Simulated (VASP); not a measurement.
A run of VASP 6.6.1:

File INCAR:

```
PREC = Accurate
ENCUT = 520
EDIFF = 1E-6
ISMEAR = 0
SIGMA = 0.02
LREAL = False
LASPH = True
NELM = 80
ALGO = Normal
ISIF = 2
LWAVE = False
LCHARG = False
GGA = PE
IVDW = 12
NBANDS = 64
```

KPOINTS

```
regular mesh
0
Gamma
  6 6 6
```

File POSCAR:

```
SnO2
1.0
    3.2375373800      1.8691930779      4.2930236348
   -3.2375373800      1.8691930779      4.2930236348
    0.0000000000     -3.7383861557      4.2930236348
Sn O
4 8
Direct
    0.8647861192      0.8647861192      0.8647861192
    0.3647880974      0.3647880974      0.8647863645
    0.3647880974      0.8647863645      0.3647880974
    0.8647863645      0.3647880974      0.3647880974
    0.1211748892      0.6211728502      0.6211728502
    0.6211728502      0.1211748892      0.6211728502
    0.6211728502      0.6211728502      0.1211748892
    0.6084017785      0.6084017785      0.6084017785
    0.1211744909      0.1211744909      0.1211744909
    0.1083992836      0.1083992836      0.6084018950
    0.1083992836      0.6084018950      0.1083992836
    0.6084018950      0.1083992836      0.1083992836
```

Potentials or basis: VASP PAW PBE potentials, release 64 (Sn_d, O).

Command:

```bash
$ cat potpaw_PBE.64/Sn_d/POTCAR potpaw_PBE.64/O/POTCAR > POTCAR
$ mpirun -np 1 vasp_std > vasp.out
```

Hardware: 1 thread of Intel(R) Xeon(R) 6975P-C (Granite Rapids), on a shared host.

Task: How long does it take, and how much memory?

Result: Wall time 3.7 min on 1 thread of Intel(R) Xeon(R) 6975P-C (Granite Rapids) (shared host), peak memory 0.4 GiB. Counts: scf iterations 14, k points 32.
